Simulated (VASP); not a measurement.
# TaN (lda) (P-62m) in VASP: a series of runs

TaN (lda) is run at these levels: LDA; tasks: single point.

Program: VASP 6.6.1. These are calculated values, not measurements. Logs are shortened: lines on timing, memory, paths and dates and some standing lists are left out, and cuts for length are marked.

## Step 1: The cell of the first run

Symmetry: P-62m, No. 189, hexagonal system. The conventional cell has a = 5.154 Å, b = 5.154 Å, c = 2.871 Å, α = 90.00°, β = 90.00°, γ = 120.00°. Ta (site symmetry -62m) has 3 N at 2.03 Å within 2.7 Å. Ta (site symmetry -6) has 6 N at 2.14 Å within 2.8 Å. Within 2.7 Å of N (site symmetry m2m) lie 5 Ta at 2.03 to 2.14 Å.

## Step 2: Single point, LDA

Input file INCAR:

```
ALGO = Normal
EDIFF = 1E-7
ENCUT = 520
GGA = CA
ISIF = 2
ISMEAR = 0
LASPH = T
LCHARG = F
LREAL = F
LWAVE = F
NBANDS = 33
NELM = 100
PREC = Accurate
SIGMA = 0.1
```

Input file KPOINTS:

```
k-points
0
Gamma
  6 6 6
```

Input file POSCAR:

```
TaN
1.0
    5.1535804508      0.0000000000      0.0000000000
   -2.5767902254      4.4631315908      0.0000000000
    0.0000000000      0.0000000000      2.8712062643
Ta N
3 3
Direct
    0.0000000000      0.0000000000      0.0000000000
    0.3333333333      0.6666666667      0.5000000000
    0.6666666667      0.3333333333      0.5000000000
    0.3934654626      0.0000000000      0.0000000000
    0.6065345374      0.6065345374      0.0000000000
    0.0000000000      0.3934654626      0.0000000000
```

Potentials or basis: VASP PAW LDA potentials, release 64 (Ta_pv, N).

Launch:

```console
cat potpaw_LDA.64/Ta_pv/POTCAR potpaw_LDA.64/N/POTCAR > POTCAR
mpirun -np 1 vasp_std > vasp.out
```

OUTCAR:

```text
EDIFF = 1E-7
   ENCUT = 520
   GGA = CA
   ISIF = 2
   ISMEAR = 0
   LASPH = T
   LREAL = F
   NELM = 100
   PREC = Accurate

 ion  position               nearest neighbor table
   1  0.000  0.000  0.000-   5 2.03   6 2.03   4 2.03   3 3.30   2 3.30   2 3.30   3 3.30   2 3.30
                             2 3.30   3 3.30   3 3.30   3 3.30   3 3.30   2 3.30   2 3.30
   2  0.333  0.667  0.500-   4 2.14   4 2.14   6 2.14   6 2.14   5 2.14   5 2.14   3 2.98   3 2.98
                             3 2.98   1 3.30   1 3.30   1 3.30   1 3.30   1 3.30   1 3.30
   3  0.667  0.333  0.500-   6 2.14   6 2.14   4 2.14   4 2.14   5 2.14   5 2.14   2 2.98   2 2.98
                             2 2.98   1 3.30   1 3.30   1 3.30   1 3.30   1 3.30   1 3.30
   4  0.393  0.000  0.000-   1 2.03   2 2.14   2 2.14   3 2.14   3 2.14
   5  0.607  0.607  0.000-   1 2.03   3 2.14   3 2.14   2 2.14   2 2.14
   6  0.000  0.393  0.000-   1 2.03   3 2.14   3 2.14   2 2.14   2 2.14

  LATTYP: Found a hexagonal cell.
 ALAT       =     5.1535804508
 C/A-ratio  =     0.5571284453

  Lattice vectors:

 A1 = (   5.1535804508,   0.0000000000,   0.0000000000)
 A2 = (  -2.5767902254,   4.4631315908,   0.0000000000)
 A3 = (   0.0000000000,   0.0000000000,   2.8712062643)

Analysis of symmetry for initial positions (statically):
=====================================================================
 Subroutine PRICEL returns:
 Original cell was already a primitive cell.

 Routine SETGRP: Setting up the symmetry group for a
 hexagonal supercell.

 Subroutine GETGRP returns: Found 12 space group operations
 (whereof 12 operations were pure point group operations)
 out of a pool of 24 trial point group operations.

The static configuration has the point symmetry D_3h.

Analysis of symmetry for dynamics (positions and initial velocities):
=====================================================================
 Subroutine PRICEL returns:
 Original cell was already a primitive cell.

 Routine SETGRP: Setting up the symmetry group for a
 hexagonal supercell.

 Subroutine GETGRP returns: Found 12 space group operations
 (whereof 12 operations were pure point group operations)
 out of a pool of 24 trial point group operations.

The dynamic configuration has the point symmetry D_3h.

 Subroutine INISYM returns: Found 12 space group operations
 (whereof 12 operations are pure point group operations),
 and found     1 'primitive' translations

----------------------------------------------------------------------------------------

                                     Primitive cell

  volume of cell :      66.0409

  direct lattice vectors                    reciprocal lattice vectors
     5.153580451  0.000000000  0.000000000     0.194039854  0.112028962  0.000000000
    -2.576790225  4.463131591  0.000000000     0.000000000  0.224057924  0.000000000
     0.000000000  0.000000000  2.871206264     0.000000000  0.000000000  0.348285671

  length of vectors
     5.153580451  5.153580451  2.871206264     0.224057924  0.224057924  0.348285671

  position of ions in fractional coordinates (direct lattice)
     0.000000000  0.000000000  0.000000000
     0.333333333  0.666666667  0.500000000
     0.666666667  0.333333333  0.500000000
     0.393465463  0.000000000  0.000000000
     0.606534537  0.606534537  0.000000000
     0.000000000  0.393465463  0.000000000

  ion indices of the primitive-cell ions
   primitive index   ion index
                 1           1
                 2           2
                 3           3
                 4           4
                 5           5
                 6           6

----------------------------------------------------------------------------------------

 KPOINTS: k-points

Automatic generation of k-mesh.
 Grid dimensions read from file:
 generate k-points for:    6    6    6

 Generating k-lattice:

  Cartesian coordinates                     Fractional coordinates (reciprocal lattice)
     0.032339976  0.018671494  0.000000000     0.166666667  0.000000000  0.000000000
     0.000000000  0.037342987  0.000000000     0.000000000  0.166666667  0.000000000
     0.000000000  0.000000000  0.058047612     0.000000000  0.000000000  0.166666667

  Length of vectors
     0.037342987  0.037342987  0.058047612

  Shift w.r.t. Gamma in fractional coordinates (k-lattice)
     0.000000000  0.000000000  0.000000000

 Subroutine IBZKPT returns following result:
 ===========================================

 Found     28 irreducible k-points:

 Following reciprocal coordinates:
            Coordinates               Weight
  0.000000  0.000000  0.000000      1.000000
  0.166667  0.000000  0.000000      6.000000
  0.333333  0.000000  0.000000      6.000000
  0.500000  0.000000  0.000000      3.000000
  0.166667  0.166667  0.000000      6.000000
  0.333333  0.166667  0.000000     12.000000
[... 16 lines left out ...]
  0.166667  0.000000  0.500000      6.000000
[... 39 lines left out ...]
     AMIX     =   0.40;   BMIX     =  1.00
     AMIX_MAG =   1.60;   BMIX_MAG =  1.00
  volume/ion in A,a.u.               =      11.01        74.28
  Fermi-wavevector in a.u.,A,eV,Ry     =   1.471920  2.781525 29.477680  2.166548
  Thomas-Fermi vector in A             =   2.586997
   LORBIT       =      0    0 simple, 1 ext, 2 COOP (PROOUT), +10 PAW based schemes
   GGA     = CA    functional components
   LHFCALC =     F    Hartree Fock is set to
   AEXX    =    0.0000 exact exchange contribution
   IVDW    =     0    specifies the selected vdW correction
   LEPSILON=     F    determine dielectric tensor
   LRPA    =     F    only Hartree local field effects (RPA)
 non-spin polarized calculation
 Gauss-broadening in eV      SIGMA  =   0.10
  energy-cutoff  :      520.00
  volume of cell :       66.04
 maximum number of plane-waves:      1822
 NGX is ok and might be reduce to    40
   NGX = 19   NGY = 19   NGZ = 11

 number of electron      47.9999997 magnetization

 Free energy of the ion-electron system (eV)
  ---------------------------------------------------
  ext. energy  EPLUGINS =         0.00000000
  ---------------------------------------------------
  free energy    TOTEN  =       -74.13789925 eV

  energy without entropy =      -74.13377300  energy(sigma->0) =      -74.13583613

 E-fermi :   8.5420     XC(G=0): -13.4019

 val. band max:        8.2407402498   @ k =   0.1667   0.0000   0.1667
 cond. band min:       8.5595617433   @ k =   0.1667   0.0000   0.3333
 fundamental gap:      0.3188214935
 Fermi energy:         8.5420469653

 k-point     1 :       0.0000    0.0000    0.0000
  band No.  band energies     occupation
      1     -27.5127      2.00000
      2     -27.5127      2.00000
      3     -27.1301      2.00000
      4     -27.1301      2.00000
      5     -26.9114      2.00000
      6     -26.7888      2.00000
[... 25 lines left out ...]
     32      11.8087      0.00000
     33      11.8087      0.00000

 k-point     2 :       0.1667    0.0000    0.0000
  band No.  band energies     occupation
      1     -27.5400      2.00000
      2     -27.5064      2.00000
      3     -27.1021      2.00000
      4     -27.0932      2.00000
      5     -26.9036      2.00000
      6     -26.7958      2.00000
[... 25 lines left out ...]
     32      11.8302      0.00000
     33      12.0221      0.00000

 k-point     3 :       0.3333    0.0000    0.0000
  band No.  band energies     occupation
      1     -27.5854      2.00000
      2     -27.4560      2.00000
      3     -27.1182      2.00000
      4     -27.0263      2.00000
      5     -26.8840      2.00000
      6     -26.8142      2.00000
[... 25 lines left out ...]
     32      12.4976      0.00000
     33      12.5814      0.00000

 k-point     4 :       0.5000    0.0000    0.0000
  band No.  band energies     occupation
      1     -27.6049      2.00000
      2     -27.3917      2.00000
      3     -27.1901      2.00000
      4     -26.9939      2.00000
      5     -26.8684      2.00000
      6     -26.8291      2.00000
[... 673 lines left out ...]
     32      12.2062      0.00000
     33      12.9831      0.00000

 k-point    23 :       0.1667    0.0000    0.5000
  band No.  band energies     occupation
      1     -27.8944      2.00000
      2     -27.6961      2.00000
      3     -27.3447      2.00000
      4     -27.3167      2.00000
      5     -26.9519      2.00000
      6     -26.9028      2.00000
[... 25 lines left out ...]
     32      12.8800      0.00000
     33      13.0748      0.00000

 k-point    24 :       0.3333    0.0000    0.5000
  band No.  band energies     occupation
      1     -27.8750      2.00000
      2     -27.7312      2.00000
      3     -27.3612      2.00000
      4     -27.2794      2.00000
      5     -27.0056      2.00000
      6     -26.8855      2.00000
[... 25 lines left out ...]
     32      13.6020      0.00000
     33      13.8829      0.00000

 [... further k-points ...]
[... 5 lines left out ...]
  --------------------------------------------------------------------------------------
  -------------------------------------------------------------------------------------
  Total        0.7534671      0.7534671      0.7070583      0.0000000      0.0000000     -0.0000000
  in kB       18.2793914     18.2793914     17.1534955      0.0000000      0.0000000     -0.0000000
  external PRESSURE =      17.9040928 kB  Pullay stress =       0.0000000 kB

 VOLUME and BASIS-vectors are now :
 -----------------------------------------------------------------------------
  energy-cutoff  :      520.00
  volume of cell :       66.04
      direct lattice vectors                 reciprocal lattice vectors
     5.153580451  0.000000000  0.000000000     0.194039854  0.112028962  0.000000000
    -2.576790225  4.463131591  0.000000000     0.000000000  0.224057924  0.000000000
     0.000000000  0.000000000  2.871206264     0.000000000  0.000000000  0.348285671

 POSITION                                       TOTAL-FORCE (eV/Angst)
 -----------------------------------------------------------------------------------
      0.00000      0.00000      0.00000        -0.000000      0.000000     -0.000000
     -0.00000      2.97542      1.43560        -0.000000      0.000000     -0.000000
      2.57679      1.48771      1.43560        -0.000000      0.000000     -0.000000
      2.02776      0.00000      0.00000         0.004739      0.000000      0.000000
      1.56291      2.70704      0.00000        -0.002370     -0.004105     -0.000000
     -1.01388      1.75609      0.00000        -0.002370      0.004105     -0.000000
 -----------------------------------------------------------------------------------
    total drift:                               -0.000002     -0.000003      0.000000

  FREE ENERGIE OF THE ION-ELECTRON SYSTEM (eV)
  ---------------------------------------------------
  free  energy   TOTEN  =       -74.1378992497 eV

  energy  without entropy=      -74.1337730020  energy(sigma->0) =      -74.13583613
```

Run time: 65 s. Hardware: 1 thread of Intel Xeon Platinum 8259CL at 2.50GHz (Skylake/Cascade Lake), shared host; peak memory 0.18 GiB.

Results:

* Free energy: -74.1379 eV
* Pressure: 1.8 GPa
* Largest force: 0.005 eV/Å
* Band gap on the k mesh: zero (band 24 reaches 10.46 eV, above the bottom of band 25 at 7.55 eV)

Forces in eV/Å, atoms in the order of the input:
```
Ta   0.000  0.000  0.000
Ta   0.000  0.000  0.000
Ta   0.000  0.000  0.000
N    0.005  0.000  0.000
N   -0.002 -0.004  0.000
N   -0.002  0.004  0.000
```

Stress tensor (GPa, compression positive):
```
1.83 0.00 0.00
0.00 1.83 0.00
0.00 0.00 1.72
```

Caveat: the k points lie up to 0.36 Å⁻¹ apart; spin-orbit coupling is left out, which moves the levels of the heavy elements.

## Step 3: Single point, LDA

This run uses another cell than the first one, of 11.41 Å³/atom, 1.037 times its volume.

Input file INCAR:

```
SYSTEM = TaN
PREC = Accurate
ENCUT = 520
EDIFF = 1E-7
ISMEAR = 0
SIGMA = 0.1
LREAL = .FALSE.
LASPH = .TRUE.
NELM = 80
ALGO = Normal
ISIF = 2
LWAVE = .FALSE.
LCHARG = .FALSE.
NBANDS = 33
```

Input file KPOINTS:

```
Automatic mesh
0
G
  6 6 6
  0 0 0
```

Input file POSCAR:

```
TaN
1.0
    5.2084955000      0.0000000000      0.0000000000
   -2.6042477500      4.5106894200      0.0000000000
    0.0000000000      0.0000000000      2.9147477500
Ta N
3 3
Direct
    0.0000000000      0.0000000000      0.0000000000
    0.3333333300      0.6666666700      0.5000000000
    0.6666666700      0.3333333300      0.5000000000
    0.3923921700      0.0000000000      0.0000000000
    0.6076078300      0.6076078300      0.0000000000
    0.0000000000      0.3923921700      0.0000000000
```

Potentials or basis: VASP PAW LDA potentials, release 64 (Ta_pv, N).

Launch:

```console
cat potpaw_LDA.64/Ta_pv/POTCAR potpaw_LDA.64/N/POTCAR > POTCAR
mpirun -np 1 vasp_std > vasp.out
```

It took 66 s on 1 thread of Intel Xeon Platinum 8259CL at 2.50GHz (Skylake/Cascade Lake), shared host; peak memory 0.18 GiB.

It converged, with:

* Free energy: -74.0713 eV
* Pressure: -10.2 GPa
* Largest force: 0.009 eV/Å
* Band gap on the k mesh: zero (band 24 reaches 9.98 eV, above the bottom of band 25 at 7.20 eV)

Forces in eV/Å, atoms in the order of the input:
```
Ta   0.000  0.000  0.000
Ta   0.000  0.000  0.000
Ta   0.000  0.000  0.000
N   -0.009  0.000  0.000
N    0.005  0.008  0.000
N    0.005 -0.008  0.000
```

Stress tensor (GPa, compression positive):
```
 -9.11   0.00   0.00
  0.00  -9.11   0.00
  0.00   0.00 -12.24
```

Levels at points of the mesh, in eV from the Fermi level:
```
           k point  band 20  band 21  band 22  band 23  band 24  band 25  band 26  band 27  band 28  band 29
(0.00, 0.00, 0.00)    -4.99    -4.19    -3.27    -1.90    -0.91    -0.91     0.54     0.54     1.78     1.90
(0.50, 0.00, 0.00)    -4.55    -3.86    -3.81    -2.80    -2.63     1.19     1.74     1.89     2.35     2.36
(0.00, 0.00, 0.50)    -4.45    -4.29    -2.82    -2.82     1.86     1.86     2.02     2.18     2.18     3.24
(0.50, 0.00, 0.50)    -4.64    -3.97    -3.21    -1.89    -0.94     0.48     1.34     3.19     3.25     3.34
```

Caveat: spin-orbit coupling is left out, which moves the levels of the heavy elements.

## Step 4: Single point, LDA

Input file INCAR:

```
PREC = Accurate ; ENCUT = 520
EDIFF = 1E-6 ; ISMEAR = 0
SIGMA = 0.1 ; LREAL = F
LASPH = T ; NELM = 80
ALGO = Normal ; ISIF = 2
LWAVE = F ; LCHARG = F
NBANDS = 33
```

Input file KPOINTS:

```
Automatic mesh
0
Gamma
  9 9 12
```

Input file POSCAR:

```
TaN
1.0
    5.1481041698      0.0000000000      0.0000000000
   -2.5740520849      4.4583889924      0.0000000000
    0.0000000000      0.0000000000      2.8756688380
Ta N
3 3
Direct
    0.0000000000      0.0000000000      0.0000000000
    0.3333333333      0.6666666667      0.5000000000
    0.6666666667      0.3333333333      0.5000000000
    0.3934834414      0.0000000000      0.0000000000
    0.6065165586      0.6065165586      0.0000000000
    0.0000000000      0.3934834414      0.0000000000
```

Launch:

```console
cat potpaw_LDA.64/Ta_pv/POTCAR potpaw_LDA.64/N/POTCAR > POTCAR
mpirun -np 1 vasp_std > vasp.out
```

It took 2.5 min on 1 thread of Intel Xeon Platinum 8259CL at 2.50GHz (Skylake/Cascade Lake), shared host; peak memory 0.26 GiB.

It converged, with:

```yaml
Free_energy: -74.1450 eV
Pressure: 1.9 GPa
Largest_force: 0.013 eV/Å
Band_gap_on_the_k_mesh: zero (band 24 reaches 10.48 eV, above the bottom of band 25 at 7.21 eV)
```

Forces on the atoms (eV/Å):
```
Ta   0.000  0.000  0.000
Ta   0.000  0.000  0.000
Ta   0.000  0.000  0.000
N    0.013  0.000  0.000
N   -0.007 -0.012  0.000
N   -0.007  0.012  0.000
```

Levels at points of the mesh, in eV from the Fermi level:
| k point | band 21 | band 22 | band 23 | band 24 | band 25 | band 26 | band 27 | band 28 |
| --- | --- | --- | --- | --- | --- | --- | --- | --- |
| (0.00, 0.00, 0.00) | -4.41 | -3.41 | -2.07 | -1.06 | -1.06 | 0.48 | 0.48 | 1.77 |
| (0.00, 0.00, 0.50) | -4.44 | -3.05 | -3.05 | 1.86 | 1.86 | 2.04 | 2.17 | 2.17 |

Caveat: spin-orbit coupling is left out, which moves the levels of the heavy elements.

## Step 5: Single point, LDA

Input file INCAR:

```
PREC = Accurate ; ENCUT = 520
EDIFF = 1E-7 ; ISMEAR = -1
SIGMA = 0.15 ; LREAL = F
LASPH = T ; NELM = 100
ALGO = Normal ; ISIF = 2
LWAVE = F ; LCHARG = T
LELF = T ; LVHAR = T
NBANDS = 33
```

KPOINTS is that of step 4.

Input file POSCAR:

```
TaN
1.0
    5.1489484862      0.0000000000      0.0000000000
   -2.5744742431      4.4591201919      0.0000000000
    0.0000000000      0.0000000000      2.8755105012
Ta N
3 3
Direct
    0.0000000000      0.0000000000      0.0000000000
    0.3333333333      0.6666666667      0.5000000000
    0.6666666667      0.3333333333      0.5000000000
    0.3934019272      0.0000000000      0.0000000000
    0.6065980728      0.6065980728      0.0000000000
    0.0000000000      0.3934019272      0.0000000000
```

Launch:

```console
cat potpaw_LDA.64/Ta_pv/POTCAR potpaw_LDA.64/N/POTCAR > POTCAR
mpirun -np 1 vasp_std > vasp.out
```

Run time: 3 min. Hardware: 1 thread of Intel Xeon Platinum 8259CL at 2.50GHz (Skylake/Cascade Lake), shared host; peak memory 0.27 GiB.

It converged, with:

```yaml
Free_energy: -74.1656 eV
Pressure: 1.9 GPa
Largest_force: 0.013 eV/Å
Band_gap_on_the_k_mesh: zero (band 24 reaches 10.47 eV, above the bottom of band 25 at 7.21 eV)
```

Forces in eV/Å, atoms in the order of the input:
```
Ta   0.000  0.000  0.000
Ta   0.000  0.000  0.000
Ta   0.000  0.000  0.000
N    0.013  0.000  0.000
N   -0.006 -0.011  0.000
N   -0.006  0.011  0.000
```

Levels at points of the mesh, in eV from the Fermi level:
```csv
k point,band 21,band 22,band 23,band 24,band 25,band 26,band 27,band 28
"(0.00, 0.00, 0.00)",-4.32,-3.33,-1.99,-0.98,-0.98,0.56,0.56,1.85
"(0.00, 0.00, 0.50)",-4.36,-2.97,-2.97,1.94,1.94,2.13,2.26,2.26
```

Caveat: spin-orbit coupling is left out, which moves the levels of the heavy elements.

## Step 6: The runs side by side

| cell | k mesh | smearing | gap on the mesh (eV) | pressure (GPa) | largest force (eV/Å) |
| --- | --- | --- | --- | --- | --- |
| a = 5.154, b = 5.154, c = 2.871 Å, angles 90.0, 90.0, 120.0°, 6 atoms | 6 × 6 × 6 | gaussian 0.1 eV | none | 1.8 | - |
| a = 5.208, b = 5.208, c = 2.915 Å, angles 90.0, 90.0, 120.0°, 6 atoms | 6 × 6 × 6 | gaussian 0.1 eV | none | -10.2 | 0.01 |
| a = 5.148, b = 5.148, c = 2.876 Å, angles 90.0, 90.0, 120.0°, 6 atoms | 9 × 9 × 12 | gaussian 0.1 eV | none | 1.9 | 0.01 |
| a = 5.149, b = 5.149, c = 2.876 Å, angles 90.0, 90.0, 120.0°, 6 atoms | 9 × 9 × 12 | fermi-dirac 0.15 eV | none | 1.9 | 0.01 |

Alike in all rows: task single point; level LDA; potentials or basis VASP PAW LDA potentials, release 64 (Ta_pv, N); no spin polarisation; cutoff (eV) 520.

Caveats: some runs use coarse meshes; spin-orbit coupling is left out, which moves the levels of the heavy elements.

Absolute energies hang on the potentials; compare differences alone.
